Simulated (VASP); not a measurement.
# ZnH2O in VASP: further runs, part 2 of 2

VASP 6.6.1. The steps go on from the part before.

### Step 3. Single point, PBE

This run uses another cell than the first one.

INCAR reads:

```
SYSTEM = ZnH2O
ALGO = Normal
EDIFF = 1E-6
ENCUT = 520
GGA = PE
GGA_COMPAT = .False.
ISIF = 2
ISMEAR = 0
LASPH = .True.
LCHARG = .False.
LREAL = .False.
LWAVE = .False.
NBANDS = 90
NELM = 120
PREC = Accurate
SIGMA = 0.05
```

KPOINTS reads:

```
k-points
0
Gamma
  1 1 6
  0 0 0
```

POSCAR reads:

```
ZnH2O
1.0
   16.5000000000      0.0000000000      0.0000000000
    0.0000000000     16.0000000000      0.0000000000
    0.0000000000      0.0000000000      5.2933196379
Zn O H
7 7 14
Direct
    0.3509319827      0.4408306838      0.4999697863
    0.5496893391      0.4408306838      0.4999697863
    0.4503106609      0.6183386324      0.4999697863
    0.4503106609      0.3816613676      0.9999697863
    0.3509319827      0.5591693162      0.9999697863
    0.6490680173      0.3816613676      0.9999697863
    0.5496893391      0.5591693162      0.9999697863
    0.4503106609      0.3816613676      0.3790402137
    0.3509319827      0.5591693162      0.3790402137
    0.6490680173      0.3816613676      0.3790402137
    0.5496893391      0.5591693162      0.3790402137
    0.3509319827      0.4408306838      0.8790402137
    0.5496893391      0.4408306838      0.8790402137
    0.4503106609      0.6183386324      0.8790402137
    0.2738632453      0.3949445383      0.4061882061
    0.4503106609      0.7101109235      0.4061882061
    0.4503106609      0.2898890765      0.9061882061
    0.2738632453      0.6050554617      0.9061882061
    0.6490680173      0.2898890765      0.9061882061
    0.7261367547      0.4275475132      0.9061882061
    0.6267580765      0.6050554617      0.9061882061
    0.4503106609      0.3242296758      0.4377293316
    0.3027018696      0.5878851621      0.4377293316
    0.6490680173      0.3242296758      0.4377293316
    0.6972981304      0.4103772136      0.4377293316
    0.5979194522      0.5878851621      0.4377293316
    0.3027018696      0.4121148379      0.9377293316
    0.4503106609      0.6757703242      0.9377293316
```

Potentials or basis: VASP PAW PBE potentials, release 64 (Zn, O, H).

On the command line:

```console
$ cat potpaw_PBE.64/Zn/POTCAR potpaw_PBE.64/O/POTCAR potpaw_PBE.64/H/POTCAR > POTCAR
$ mpirun -np 1 vasp_std > vasp.out
```

OUTCAR:

```text
SYSTEM = ZnH2O
   EDIFF = 1E-6
   ENCUT = 520
   GGA = PE
   ISIF = 2
   ISMEAR = 0
   LASPH = .True.
   LREAL = .False.
   NELM = 120
   PREC = Accurate

 ion  position               nearest neighbor table
   1  0.351  0.441  0.500-  15 1.55   8 2.00   9 2.00  12 2.01
   2  0.550  0.441  0.500-   8 2.00  10 2.00  11 2.00  13 2.01
   3  0.450  0.618  0.500-  16 1.55  11 2.00   9 2.00  14 2.01
   4  0.450  0.382  1.000-  17 1.55  13 2.00  12 2.00   8 2.01
   5  0.351  0.559  1.000-  18 1.55  14 2.00  12 2.00   9 2.01
   6  0.649  0.382  1.000-  19 1.55  20 1.55  13 2.00  10 2.01
[... 594 lines left out ...]
  Total       12.2873469     11.6153568     10.0803815     -0.5913948     -0.0511901      0.0909165
  in kB       14.0875884     13.3171439     11.5572765     -0.6780411     -0.0586901      0.1042368
  external PRESSURE =      12.9873363 kB  Pullay stress =       0.0000000 kB

 VOLUME and BASIS-vectors are now :
 -----------------------------------------------------------------------------
  energy-cutoff  :      520.00
  volume of cell :     1397.44
      direct lattice vectors                 reciprocal lattice vectors
    16.500000000  0.000000000  0.000000000     0.060606061  0.000000000  0.000000000
     0.000000000 16.000000000  0.000000000     0.000000000  0.062500000  0.000000000
     0.000000000  0.000000000  5.293319638     0.000000000  0.000000000  0.188917365

 POSITION                                       TOTAL-FORCE (eV/Angst)
 -----------------------------------------------------------------------------------
      5.79038      7.05329      2.64650        -1.665373     -0.760585     -0.103204
      9.06987      7.05329      2.64650        -0.483333      0.282092      1.518197
      7.43013      9.89342      2.64650        -0.171443      1.823410     -0.103179
      7.43013      6.10658      5.29316         0.439628     -1.408526     -0.952821
      5.79038      8.94671      5.29316        -1.474415      0.850247     -0.361567
     10.70962      6.10658      5.29316         0.835641     -0.480797     -2.222757
[... 20 lines left out ...]
      4.99458      6.59384      4.96370        -0.277529     -0.122251      0.162379
      7.43013     10.81233      4.96370        -0.032678      0.302031      0.162412
 -----------------------------------------------------------------------------------
    total drift:                                0.000176      0.001213     -0.000986

  FREE ENERGIE OF THE ION-ELECTRON SYSTEM (eV)
  ---------------------------------------------------
  free  energy   TOTEN  =      -103.6318347729 eV

  energy  without entropy=     -103.6318347729  energy(sigma->0) =     -103.63183477
```

Run time: 45 min. Hardware: 1 thread of Intel Xeon Platinum 8488C (Sapphire Rapids), shared host; peak memory 1.3 GiB.

What came out:

```
Free energy            : -103.6318 eV
Largest force          : 2.423 eV/Å
Band gap on the k mesh : 1.66 eV
```

Forces in eV/Å, atoms in the order of the input:
```
Zn  -1.665 -0.761 -0.103
Zn  -0.483  0.282  1.518
Zn  -0.171  1.823 -0.103
Zn   0.440 -1.409 -0.953
Zn  -1.474  0.850 -0.362
Zn   0.836 -0.481 -2.223
Zn   1.441  0.324 -0.953
O    1.003  0.919  0.335
O    0.931 -0.537  0.300
O   -0.280  0.161  0.463
O   -0.295 -1.328  0.335
O    0.681  0.492  0.274
O   -1.183  0.681 -0.052
O   -0.087 -0.837  0.275
H   -0.257 -0.207 -0.218
H    0.050  0.325 -0.218
H   -0.103 -0.428 -0.164
H   -0.327  0.189 -0.198
H   -0.445 -0.800 -0.020
H    0.470  0.785 -0.020
H    0.319  0.302 -0.164
H   -0.129 -0.376  0.265
H   -0.255  0.147  0.214
H    0.340 -0.606  0.591
H    0.695  0.008  0.591
H    0.261  0.300  0.265
H   -0.278 -0.122  0.162
H   -0.033  0.302  0.162
```
